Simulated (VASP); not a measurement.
# AlN (F-43m) in VASP: further runs, part 2 of 3

VASP 6.6.1. The steps go on from the part before.

## 3. Single point, PBEsol-based global hybrid with 25 % exact exchange

This run uses another cell than the first one, of 11.04 Å³/atom.

Contents of POSCAR:

```
AlN
1.0
    0.0000000000      2.2268278375      2.2268278375
    2.2268278375      0.0000000000      2.2268278375
    2.2268278375      2.2268278375      0.0000000000
Al N
1 1
Direct
    0.0000000000      0.0000000000      0.0000000000
    0.2500000000      0.2500000000      0.2500000000
```

Contents of INCAR.step1:

```
SYSTEM = AlN
PREC     = Accurate       ! precision mode
ENCUT    = 520            ! plane-wave cutoff, eV
EDIFF    = 1E-5           ! SCF threshold, eV
ISMEAR   = -1             ! smearing method
SIGMA    = 0.05           ! smearing width, eV
LREAL    = .False.        ! projectors in reciprocal space
LASPH    = .True.         ! aspherical terms in the spheres
NELM     = 80             ! most SCF steps
ALGO     = Normal         ! electronic algorithm
ISIF     = 2              ! what is computed and relaxed
LWAVE    = .True.         ! write WAVECAR
LCHARG   = .False.        ! write CHGCAR
GGA      = PE             ! functional
NBANDS   = 11             ! bands
```

Contents of INCAR.step2:

```
SYSTEM = AlN
PREC     = Accurate       ! precision mode
ENCUT    = 520            ! plane-wave cutoff, eV
EDIFF    = 1E-6           ! SCF threshold, eV
ISMEAR   = -1             ! smearing method
SIGMA    = 0.05           ! smearing width, eV
LREAL    = .False.        ! projectors in reciprocal space
LASPH    = .True.         ! aspherical terms in the spheres
NELM     = 80             ! most SCF steps
ALGO     = Normal         ! electronic algorithm
ISIF     = 2              ! what is computed and relaxed
LWAVE    = .False.        ! write WAVECAR
LCHARG   = .False.        ! write CHGCAR
GGA      = PS             ! functional
LHFCALC  = .True.         ! exact exchange
AEXX     = 0.25           ! exact-exchange fraction
PRECFOCK = Normal       
ISTART   = 1            
NBANDS   = 11             ! bands
```

Contents of KPOINTS:

```
Automatic mesh
0
Gamma
  5 5 5
  0 0 0
```

Potentials or basis: VASP PAW PBE potentials, release 64 (Al, N).

Run with:

```sh
$ cat potpaw_PBE.64/Al/POTCAR potpaw_PBE.64/N/POTCAR > POTCAR
$ cp INCAR.step1 INCAR
$ mpirun -np 1 vasp_std > vasp.out
$ cp INCAR.step2 INCAR
$ mpirun -np 1 vasp_std > vasp.out
```

OUTCAR:

```text
SYSTEM = AlN
   PREC = Accurate
   ENCUT = 520
   EDIFF = 1E-6
   ISMEAR = -1
   LREAL = .False.
   LASPH = .True.
   NELM = 80
   ISIF = 2
   GGA = PS
   LHFCALC = .True.
   AEXX = 0.25
   PRECFOCK = Normal
   ISTART = 1

 ion  position               nearest neighbor table
   1  0.000  0.000  0.000-   2 1.93   2 1.93   2 1.93   2 1.93
   2  0.250  0.250  0.250-   1 1.93   1 1.93   1 1.93   1 1.93

  LATTYP: Found a face centered cubic cell.
 ALAT       =     4.4536556750

  Lattice vectors:

 A1 = (   0.0000000000,   2.2268278375,   2.2268278375)
 A2 = (   2.2268278375,   0.0000000000,   2.2268278375)
 A3 = (   2.2268278375,   2.2268278375,   0.0000000000)

Analysis of symmetry for initial positions (statically):
=====================================================================
 Subroutine PRICEL returns:
 Original cell was already a primitive cell.

 Routine SETGRP: Setting up the symmetry group for a
 face centered cubic supercell.

 Subroutine GETGRP returns: Found 24 space group operations
 (whereof 24 operations were pure point group operations)
 out of a pool of 48 trial point group operations.

The static configuration has the point symmetry T_d .

Analysis of symmetry for dynamics (positions and initial velocities):
=====================================================================
 Subroutine PRICEL returns:
 Original cell was already a primitive cell.

 Routine SETGRP: Setting up the symmetry group for a
 face centered cubic supercell.

 Subroutine GETGRP returns: Found 24 space group operations
 (whereof 24 operations were pure point group operations)
 out of a pool of 48 trial point group operations.

The dynamic configuration has the point symmetry T_d .

 Subroutine INISYM returns: Found 24 space group operations
 (whereof 24 operations are pure point group operations),
 and found     1 'primitive' translations

----------------------------------------------------------------------------------------

                                     Primitive cell

[... 110 lines left out ...]
   ENCUTFOCK=  -1.0 apply spherical cutoff to Coloumb kernel
   IVDW    =     0    specifies the selected vdW correction
   LEPSILON=     F    determine dielectric tensor
   LRPA    =     F    only Hartree local field effects (RPA)
 non-spin polarized calculation
  energy-cutoff  :      520.00
  volume of cell :       22.08
 maximum number of plane-waves:       609
  NGX = 18; NGY = 18; NGZ = 18

 number of electron       8.0000002 magnetization

 Free energy of the ion-electron system (eV)
  ---------------------------------------------------
  ext. energy  EPLUGINS =         0.00000000
  ---------------------------------------------------
  free energy    TOTEN  =       -18.82150243 eV

  energy without entropy =      -18.82150243  energy(sigma->0) =      -18.82150243

 E-fermi :   5.1740     XC(G=0):  -8.5597

 val. band max:        4.0624393413   @ k =   0.0000   0.0000   0.0000
 cond. band min:       9.7776356743   @ k =   0.0000   0.0000   0.0000
 fundamental gap:      5.7151963330
 Fermi energy:         5.1740070689

 k-point     1 :       0.0000    0.0000    0.0000
  band No.  band energies     occupation
      1     -12.0752      2.00000
      2       4.0624      2.00000
      3       4.0624      2.00000
      4       4.0624      2.00000
      5       9.7776      0.00000
      6      18.4244      0.00000
      7      18.4244      0.00000
      8      18.4244      0.00000
      9      23.8763      0.00000
     10      23.8763      0.00000
     11      25.1144      0.00000
[... 113 lines left out ...]
 k-point    10 :      -0.4000    0.4000    0.2000
  band No.  band energies     occupation
      1      -9.5668      2.00000
      2      -0.5482      2.00000
      3       0.9611      2.00000
      4       2.0915      2.00000
      5      12.1199      0.00000
      6      16.7078      0.00000
      7      17.1312      0.00000
      8      19.5050      0.00000
      9      22.6110      0.00000
     10      25.2512      0.00000
     11      30.5490      0.00000

------------------------ aborting loop because EDIFF is reached ----------------------------------------

  FORCE on cell =-STRESS in cart. coord.  units (eV):
  Direction    XX          YY          ZZ          XY          YZ          ZX
  --------------------------------------------------------------------------------------
  -------------------------------------------------------------------------------------
  Total       -1.8879330     -1.8879330     -1.8879330      0.0000000     -0.0000000      0.0000000
  in kB     -136.9642580   -136.9642580   -136.9642580      0.0000000     -0.0000000      0.0000000
  external PRESSURE =    -136.9642580 kB  Pullay stress =       0.0000000 kB

 VOLUME and BASIS-vectors are now :
 -----------------------------------------------------------------------------
  energy-cutoff  :      520.00
  volume of cell :       22.08
      direct lattice vectors                 reciprocal lattice vectors
     0.000000000  2.226827838  2.226827838    -0.224534646  0.224534646  0.224534646
     2.226827838  0.000000000  2.226827838     0.224534646 -0.224534646  0.224534646
     2.226827838  2.226827838  0.000000000     0.224534646  0.224534646 -0.224534646

 POSITION                                       TOTAL-FORCE (eV/Angst)
 -----------------------------------------------------------------------------------
      0.00000      0.00000      0.00000         0.000000      0.000000      0.000000
      1.11341      1.11341      1.11341        -0.000000     -0.000000     -0.000000
 -----------------------------------------------------------------------------------
    total drift:                                0.000000     -0.000000      0.000000

  FREE ENERGIE OF THE ION-ELECTRON SYSTEM (eV)
  ---------------------------------------------------
  free  energy   TOTEN  =       -18.8215024321 eV

  energy  without entropy=      -18.8215024321  energy(sigma->0) =      -18.82150243
```

OUTCAR.step1:

```text
SYSTEM = AlN
   PREC = Accurate
   ENCUT = 520
   EDIFF = 1E-5
   ISMEAR = -1
   LREAL = .False.
[... 344 lines left out ...]
      0.00000      0.00000      0.00000        -0.000000     -0.000000     -0.000000
      1.11341      1.11341      1.11341         0.000000      0.000000      0.000000
 -----------------------------------------------------------------------------------
    total drift:                               -0.000000     -0.000000     -0.000000

  FREE ENERGIE OF THE ION-ELECTRON SYSTEM (eV)
  ---------------------------------------------------
  free  energy   TOTEN  =       -14.8240480745 eV

  energy  without entropy=      -14.8240480745  energy(sigma->0) =      -14.82404807
```

Wall time 4.6 min (1 thread of AMD EPYC 7R43 (Zen 3), shared host); peak memory 0.09 GiB.

What came out:

- Free energy: -18.8215 eV
- Pressure: -13.7 GPa
- Band gap on the k mesh: 5.72 eV

Caveat: the k points lie up to 0.49 Å⁻¹ apart; the PAW data sets were made with another functional, which shifts forces and pressure a little; an odd mesh through Γ misses points on the zone boundary, where band edges can lie.

## 4. Single point, PBE0

This run uses another cell than the first one, of 10.42 Å³/atom.

Contents of POSCAR:

```
AlN
1.0
    0.0000000000      2.1839935596      2.1839935596
    2.1839935596      0.0000000000      2.1839935596
    2.1839935596      2.1839935596      0.0000000000
Al N
1 1
Direct
    0.0000000000      0.0000000000      0.0000000000
    0.2500000000      0.2500000000      0.2500000000
```

Contents of INCAR.step1:

```
  ALGO = Normal
  EDIFF = 1E-5
  ENCUT = 520
  GGA = PE
  ISIF = 2
  ISMEAR = -1
  LASPH = T
  LREAL = F
  LWAVE = T
  NBANDS = 11
  NELM = 80
  PREC = Accurate
  SIGMA = 0.05
```

Contents of INCAR.step2:

```
  AEXX = 0.25
  ALGO = Normal
  EDIFF = 1E-6
  ENCUT = 520
  GGA = PE
  ISIF = 2
  ISMEAR = -1
  ISTART = 1
  LASPH = T
  LCHARG = T
  LELF = T
  LHFCALC = T
  LREAL = F
  LVHAR = T
  LWAVE = F
  NBANDS = 11
  NELM = 80
  PREC = Accurate
  PRECFOCK = Normal
  SIGMA = 0.05
```

Contents of KPOINTS:

```
k-points
0
Gamma
  8 8 8
```

Potentials or basis: VASP PAW PBE potentials, release 64 (Al, N).

Run with:

```sh
$ cat potpaw_PBE.64/Al/POTCAR potpaw_PBE.64/N/POTCAR > POTCAR
$ cp INCAR.step1 INCAR
$ mpirun -np 1 vasp_std > vasp.out
$ cp INCAR.step2 INCAR
$ mpirun -np 1 vasp_std > vasp.out
```

OUTCAR:

```text
AEXX = 0.25
   EDIFF = 1E-6
   ENCUT = 520
   GGA = PE
   ISIF = 2
   ISMEAR = -1
   ISTART = 1
   LASPH = T
   LHFCALC = T
   LREAL = F
   NELM = 80
   PREC = Accurate
   PRECFOCK = Normal

 ion  position               nearest neighbor table
   1  0.000  0.000  0.000-   2 1.89   2 1.89   2 1.89   2 1.89
   2  0.250  0.250  0.250-   1 1.89   1 1.89   1 1.89   1 1.89

  LATTYP: Found a face centered cubic cell.
 ALAT       =     4.3679871192

  Lattice vectors:

 A1 = (   0.0000000000,   2.1839935596,   2.1839935596)
 A2 = (   2.1839935596,   0.0000000000,   2.1839935596)
 A3 = (   2.1839935596,   2.1839935596,   0.0000000000)

Analysis of symmetry for initial positions (statically):
=====================================================================
 Subroutine PRICEL returns:
 Original cell was already a primitive cell.

 Routine SETGRP: Setting up the symmetry group for a
 face centered cubic supercell.

 Subroutine GETGRP returns: Found 24 space group operations
 (whereof 24 operations were pure point group operations)
 out of a pool of 48 trial point group operations.

The static configuration has the point symmetry T_d .

Analysis of symmetry for dynamics (positions and initial velocities):
=====================================================================
 Subroutine PRICEL returns:
 Original cell was already a primitive cell.

 Routine SETGRP: Setting up the symmetry group for a
 face centered cubic supercell.

 Subroutine GETGRP returns: Found 24 space group operations
 (whereof 24 operations were pure point group operations)
 out of a pool of 48 trial point group operations.

The dynamic configuration has the point symmetry T_d .

 Subroutine INISYM returns: Found 24 space group operations
 (whereof 24 operations are pure point group operations),
 and found     1 'primitive' translations

----------------------------------------------------------------------------------------

[... 126 lines left out ...]
   HFSCREENC=   0.0000 screening length for correlation (either q_TF or 0.3 A-1)
   ENCUTFOCK=  -1.0 apply spherical cutoff to Coloumb kernel
   IVDW    =     0    specifies the selected vdW correction
   LEPSILON=     F    determine dielectric tensor
   LRPA    =     F    only Hartree local field effects (RPA)
 non-spin polarized calculation
  energy-cutoff  :      520.00
  volume of cell :       20.83
 maximum number of plane-waves:       568
  NGX = 18; NGY = 18; NGZ = 18

 number of electron       8.0000000 magnetization

 Free energy of the ion-electron system (eV)
  ---------------------------------------------------
  ext. energy  EPLUGINS =         0.00000000
  ---------------------------------------------------
  free energy    TOTEN  =       -18.31719440 eV

  energy without entropy =      -18.31719440  energy(sigma->0) =      -18.31719440

 E-fermi :   5.7596     XC(G=0):  -8.6108

 val. band max:        4.6584288607   @ k =   0.0000   0.0000   0.0000
 cond. band min:       9.9518380572   @ k =   0.5000   0.5000   0.0000
 fundamental gap:      5.2934091966
 Fermi energy:         5.7596497150

 k-point     1 :       0.0000    0.0000    0.0000
  band No.  band energies     occupation
      1     -11.8546      2.00000
      2       4.6584      2.00000
      3       4.6584      2.00000
      4       4.6584      2.00000
      5      10.9426      0.00000
      6      19.6843      0.00000
      7      19.6843      0.00000
      8      19.6843      0.00000
      9      25.0486      0.00000
     10      25.0486      0.00000
     11      26.4313      0.00000
[... 309 lines left out ...]
 k-point    24 :      -0.3750    0.2500    0.1250
  band No.  band energies     occupation
      1      -9.3221      2.00000
      2      -0.9487      2.00000
      3       2.2247      2.00000
      4       3.4313      2.00000
      5      14.0107      0.00000
      6      16.2783      0.00000
      7      19.4678      0.00000
      8      19.9348      0.00000
      9      24.5731      0.00000
     10      26.2122      0.00000
     11      29.4889      0.00000

 [... further k-points ...]

------------------------ aborting loop because EDIFF is reached ----------------------------------------

  FORCE on cell =-STRESS in cart. coord.  units (eV):
  Direction    XX          YY          ZZ          XY          YZ          ZX
  --------------------------------------------------------------------------------------
  -------------------------------------------------------------------------------------
  Total       -0.0722333     -0.0722333     -0.0722333      0.0000000      0.0000000     -0.0000000
  in kB       -5.5547453     -5.5547453     -5.5547453      0.0000000      0.0000000     -0.0000000
  external PRESSURE =      -5.5547453 kB  Pullay stress =       0.0000000 kB

 VOLUME and BASIS-vectors are now :
 -----------------------------------------------------------------------------
  energy-cutoff  :      520.00
  volume of cell :       20.83
      direct lattice vectors                 reciprocal lattice vectors
     0.000000000  2.183993560  2.183993560    -0.228938404  0.228938404  0.228938404
     2.183993560  0.000000000  2.183993560     0.228938404 -0.228938404  0.228938404
     2.183993560  2.183993560  0.000000000     0.228938404  0.228938404 -0.228938404

 POSITION                                       TOTAL-FORCE (eV/Angst)
 -----------------------------------------------------------------------------------
      0.00000      0.00000      0.00000        -0.000000     -0.000000     -0.000000
      1.09200      1.09200      1.09200         0.000000      0.000000      0.000000
 -----------------------------------------------------------------------------------
    total drift:                                0.000000      0.000000      0.000000

  FREE ENERGIE OF THE ION-ELECTRON SYSTEM (eV)
  ---------------------------------------------------
  free  energy   TOTEN  =       -18.3171943993 eV

  energy  without entropy=      -18.3171943993  energy(sigma->0) =      -18.31719440
```

OUTCAR.step1:

```text
EDIFF = 1E-5
   ENCUT = 520
   GGA = PE
   ISIF = 2
   ISMEAR = -1
[... 556 lines left out ...]
 -----------------------------------------------------------------------------------
      0.00000      0.00000      0.00000        -0.000000     -0.000000     -0.000000
      1.09200      1.09200      1.09200         0.000000      0.000000      0.000000
 -----------------------------------------------------------------------------------
    total drift:                                0.000000      0.000000      0.000000

  FREE ENERGIE OF THE ION-ELECTRON SYSTEM (eV)
  ---------------------------------------------------
  free  energy   TOTEN  =       -14.8403371890 eV

  energy  without entropy=      -14.8403371890  energy(sigma->0) =      -14.84033719
```

It took 42 min on 1 thread of Intel Xeon 8259CL, shared host; peak memory 0.16 GiB.

Results:

```yaml
Free_energy: -18.3172 eV
Pressure: -0.6 GPa
Band_gap_on_the_k_mesh: 5.29 eV (least direct gap 6.28 eV)
```

Levels at points of the mesh, in eV from the valence-band top:
| k point | band 1 | band 2 | band 3 | band 4 | band 5 | band 6 | band 7 | band 8 | band 9 |
| --- | --- | --- | --- | --- | --- | --- | --- | --- | --- |
| (0.00, 0.00, 0.00) | -16.51 | 0.00 | 0.00 | 0.00 | 6.28 | 15.03 | 15.03 | 15.03 | 20.39 |
| (0.50, 0.00, 0.00) | -14.32 | -6.39 | -0.54 | -0.54 | 9.63 | 12.42 | 13.53 | 13.53 | 20.69 |
| (0.50, 0.50, 0.00) | -13.64 | -5.37 | -1.96 | -1.96 | 5.29 | 10.84 | 16.89 | 18.61 | 18.61 |

Caveat: the PAW data sets were made with another functional, which shifts forces and pressure a little.

## 5. Single point, B3LYP

This run uses another cell than the first one, of 10.42 Å³/atom.

POSCAR is that of step 4.

Contents of INCAR.step1:

```
PREC = Accurate
ENCUT = 520
EDIFF = 1E-5
ISMEAR = -1
SIGMA = 0.05
LREAL = F
LASPH = T
NELM = 60
ALGO = Normal
ISIF = 2
LWAVE = T
LCHARG = F
GGA = PE
NBANDS = 11
```

Contents of INCAR.step2:

```
PREC = Accurate
ENCUT = 520
EDIFF = 1E-7
ISMEAR = -1
SIGMA = 0.05
LREAL = F
LASPH = T
NELM = 60
ALGO = Normal
ISIF = 2
LWAVE = F
LCHARG = F
GGA = B3
LHFCALC = T
AEXX = 0.2
AGGAX = 0.72
AGGAC = 0.81
ALDAC = 0.19
PRECFOCK = Normal
ISTART = 1
NBANDS = 11
```

Contents of KPOINTS:

```
Automatic mesh
0
Gamma
  6 6 6
```

Run with:

```sh
$ cat potpaw_PBE.64/Al/POTCAR potpaw_PBE.64/N/POTCAR > POTCAR
$ cp INCAR.step1 INCAR
$ mpirun -np 1 vasp_std > vasp.out
$ cp INCAR.step2 INCAR
$ mpirun -np 1 vasp_std > vasp.out
```

It took 7.2 min on 1 thread of Intel Xeon Platinum 8259CL at 2.50GHz (Skylake/Cascade Lake), shared host; peak memory 0.14 GiB.

The run converged. Its results:

* Free energy: -16.8640 eV
* Pressure: 3.1 GPa
* Band gap on the k mesh: 5.26 eV (least direct gap 6.18 eV)

Levels at points of the mesh, in eV from the valence-band top:
```
           k point  band 1  band 2  band 3  band 4  band 5  band 6  band 7  band 8
(0.00, 0.00, 0.00)  -16.09    0.00    0.00    0.00    6.18   14.60   14.60   14.60
(0.50, 0.00, 0.00)  -13.96   -6.15   -0.52   -0.52    9.38   12.19   13.20   13.20
(0.50, 0.50, 0.00)  -13.29   -5.19   -1.90   -1.90    5.26   10.59   16.37   18.13
```

Caveat: the cell stands under pressure; the PAW data sets were made with another functional, which shifts forces and pressure a little.

(Continued in part 3 of 3.)
